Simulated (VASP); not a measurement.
Wanted: the native input for a VASP 6.6.1 run.

```yaml
Task: relaxation of cell and atoms
Functional: PBEsol
Potentials_or_basis: VASP PAW PBE potentials, release 64 (Cd, Se)
Cutoff: 600 eV
k_mesh: 6 × 6 × 6
Occupations: gaussian, width 0.01 eV
Spin: no spin polarisation
Dipole_correction: no
Further_INCAR_settings: ALGO = Normal; EDIFF = 1e-07; IBRION = 2; EDIFFG = -0.002; NSW = 100; ISIF = 3
```

The structure of CdSe lies in POSCAR:

```
CdSe
1.0
    0.0000000000      3.0702711986      3.0702711986
    3.0702711986      0.0000000000      3.0702711986
    3.0702711986      3.0702711986      0.0000000000
Cd Se
1 1
Direct
    0.0000000000      0.0000000000      0.0000000000
    0.7500000000      0.7500000000      0.7500000000
```

The input as run:

INCAR

```
SYSTEM = CdSe
PREC = Accurate ; ENCUT = 600
EDIFF = 1E-7 ; ISMEAR = 0
SIGMA = 0.01 ; LREAL = .FALSE.
LASPH = .TRUE. ; NELM = 100
ALGO = Normal ; ISIF = 3
LWAVE = .FALSE. ; LCHARG = .FALSE.
GGA = PS ; IBRION = 2
NSW = 100 ; EDIFFG = -0.002
```

KPOINTS

```
regular mesh
0
G
  6 6 6
  0 0 0
```

Potentials or basis: VASP PAW PBE potentials, release 64 (Cd, Se).

Command:

```console
$ cat potpaw_PBE.64/Cd/POTCAR potpaw_PBE.64/Se/POTCAR > POTCAR
$ mpirun -np 1 vasp_std > vasp.out
```

Results of the run:

| Property | Result |
| --- | --- |
| Relaxed volume | 28.28 Å³/atom |
| Relaxed cell | a = 4.309 Å, b = 4.309 Å, c = 4.309 Å, α = 60.00°, β = 60.00°, γ = 60.00° |
| Space group after relaxing (to 0.1 Å) | F-43m (No. 216) |
| Energy gained by relaxing | 2.4 meV/atom |
| Ionic steps | 3 |
| Pressure after relaxing | 0.0 GPa |
| Band gap on the k mesh | 0.47 eV |

Caveat: semilocal functionals underestimate gaps, and a narrow one can read as zero; the PAW data sets were made with another functional, which shifts forces and pressure a little.

Wall time 25 s on 1 thread of AMD EPYC 9R45 96-Core Processor (Zen 5), with other jobs on the host, peak memory 0.19 GiB.
